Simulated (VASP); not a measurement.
A run of VASP 6.6.1:

Contents of INCAR:

```
SYSTEM = BaRe
  PREC = Accurate
  ENCUT = 560
  EDIFF = 1E-6
  ISMEAR = 0
  SIGMA = 0.05
  LREAL = .False.
  LASPH = .True.
  NELM = 120
  ALGO = Normal
  ISIF = 2
  LWAVE = .False.
  LCHARG = .True.
  GGA = PE
  LELF = .True.
  LVHAR = .True.
  NBANDS = 20
  GGA_COMPAT = .False.
```

The input KPOINTS:

```
Automatic mesh
0
Gamma
  8 8 8
  0 0 0
```

POSCAR

```
BaRe
1.0
    3.7723407956      0.0000000000      0.0000000000
    0.0000000000      3.7723407956      0.0000000000
    0.0000000000      0.0000000000      3.7723407956
Ba Re
1 1
Direct
    0.0000000000      0.0000000000      0.0000000000
    0.5000000000      0.5000000000      0.5000000000
```

Potentials or basis: VASP PAW PBE potentials, release 64 (Ba_sv, Re_sv_GW).

Launch:

```sh
$ cat potpaw_PBE.64/Ba_sv/POTCAR potpaw_PBE.64/Re_sv_GW/POTCAR > POTCAR
$ mpirun -np 1 vasp_std > vasp.out
```

Hardware: 1 thread of Intel(R) Xeon(R) 6975P-C (Granite Rapids) (shared host).

Problem. How long does it take, and how much memory?

Solution. Run time: 21 s on 1 thread of Intel(R) Xeon(R) 6975P-C (Granite Rapids), with other jobs on the host, peak memory 0.2 GiB. Counts: scf iterations 14, k points 35.
